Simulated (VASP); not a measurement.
A run of VASP 6.6.1 is set up as follows.

The input INCAR:

```
ALGO = Normal
EDIFF = 1E-6
ENCUT = 500
GGA = PE
GGA_COMPAT = F
ISIF = 2
ISMEAR = -1
LASPH = T
LCHARG = F
LREAL = F
LWAVE = F
NBANDS = 17
NELM = 120
PREC = Accurate
SIGMA = 0.15
```

File KPOINTS:

```
Automatic mesh
0
Gamma
  2 2 2
  0.5 0.5 0.5
```

The input POSCAR:

```
Pt
1.0
   -3.0181590000      0.0259260000      2.9753980000
   -0.1146320000      2.8533410000      2.8866920000
   -3.0074460000      2.9313330000      0.0366400000
Pt
2
Direct
    0.4563648489      0.0093876340      0.5739516472
    0.6609021511      0.3749823660      0.7679103528
```

Potentials or basis: VASP PAW PBE potentials, release 64 (Pt).

Launch:

```console
$ cat potpaw_PBE.64/Pt/POTCAR > POTCAR
$ mpirun -np 1 vasp_std > vasp.out
```

Predict the pressure.

17.9 GPa.

Estimate the largest force.

11.291 eV/Å.

Stress tensor (GPa, compression positive):
```
17.44 30.45 29.50
30.45 18.66 27.11
29.50 27.11 17.66
```

Caveat: the k points lie up to 0.96 Å⁻¹ apart; forces of over 1 eV/Å act on the atoms, so gaps and moduli don't describe the material at rest.
